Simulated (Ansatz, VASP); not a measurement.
**Two plane-wave programs on Si2Sb2Se**

```xyz
5
Lattice="4.9778 0.0000 0.0000 -2.4889 4.3109 0.0000 0.0000 0.0000 5.6085" Properties=species:S:1:pos:R:3 pbc="T T T"
Si    0.0000    2.8739    0.0000
Si    2.4889    1.4370    0.0000
Sb    0.0000    2.8739    2.8042
Sb    2.4889    1.4370    2.8042
Se    0.0000    0.0000    0.0000
```

Alike in both runs: functional PBE; k mesh 12 × 12 × 8; occupations gaussian, width 0.1 eV; no spin polarisation.

Ansatz relaxed the structure, and its values are those at the end. VASP's run is a single point on that final structure, the one shown.

|  | VASP | Ansatz |
| --- | --- | --- |
| version | VASP 6.6.1 | Ansatz 0.2.0 |
| potentials or method | VASP PAW PBE potentials, release 64 (Si, Sb, Se), cutoff 520 eV | scalar-relativistic, plane waves, PAW |
| valence electrons in the cell | 24 | 54 |

|  | VASP | Ansatz | Ansatz less VASP |
| --- | --- | --- | --- |
| gap on the k mesh at the Fermi level (eV) | none | none | - |
| pressure (GPa) | 0.1 | 0.0 | -0.05 |

A gap of «none» marks a metal or a gap that the smearing closes. VASP's potentials hold 24 valence electrons a cell and Ansatz's 54, so a difference there can come from the potentials and not from the codes.

Neither program's run includes spin-orbit coupling.
